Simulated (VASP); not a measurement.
A run of VASP 6.6.1 is set up as follows.

File INCAR:

```
SYSTEM = SnO2
ALGO = Normal
EDIFF = 1E-6
ENCUT = 520
GGA = PS
ISIF = 2
ISMEAR = 0
LASPH = .TRUE.
LCHARG = .FALSE.
LREAL = .FALSE.
LWAVE = .FALSE.
NBANDS = 49
NELM = 100
PREC = Accurate
SIGMA = 0.02
```

KPOINTS

```
k-points
0
G
  6 6 4
  0 0 0
```

The input POSCAR:

```
SnO2
1.0
    5.9786549584      0.0000000000      0.0000000000
   -2.9893274792      5.1776670744      0.0000000000
    0.0000000000      0.0000000000      6.5827327573
Sn O
3 6
Direct
    0.0000000000      0.5000000000      0.3333333333
    0.5000000000      0.5000000000      0.6666666667
    0.5000000000      0.0000000000      0.0000000000
    0.6052371104      0.8026185552      0.8333333333
    0.8026185552      0.6052371104      0.5000000000
    0.8026185552      0.1973814448      0.1666666667
    0.3947628896      0.1973814448      0.8333333333
    0.1973814448      0.3947628896      0.5000000000
    0.1973814448      0.8026185552      0.1666666667
```

Potentials or basis: VASP PAW PBE potentials, release 64 (Sn_d, O).

Launch:

```console
$ cat potpaw_PBE.64/Sn_d/POTCAR potpaw_PBE.64/O/POTCAR > POTCAR
$ mpirun -np 1 vasp_std > vasp.out
```

Question: Estimate the band gap on the k mesh.

Answer: 1.95 eV, indirect (least direct gap 2.01 eV).

Question: Predict the pressure.

Answer: 0.2 GPa.

Question: What does it give for the largest force?

Answer: 0.020 eV/Å.

Forces in eV/Å, atoms in the order of the input:
```
Sn   0.000  0.000  0.000
Sn   0.000  0.000  0.000
Sn   0.000  0.000  0.000
O    0.017  0.010  0.000
O    0.000  0.020  0.000
O    0.017 -0.010  0.000
O   -0.017 -0.010  0.000
O    0.000 -0.020  0.000
O   -0.017  0.010  0.000
```

Caveat: the PAW data sets were made with another functional, which shifts forces and pressure a little; spin-orbit coupling is left out, which moves the levels of the heavy elements. A k mesh can miss the band edges.
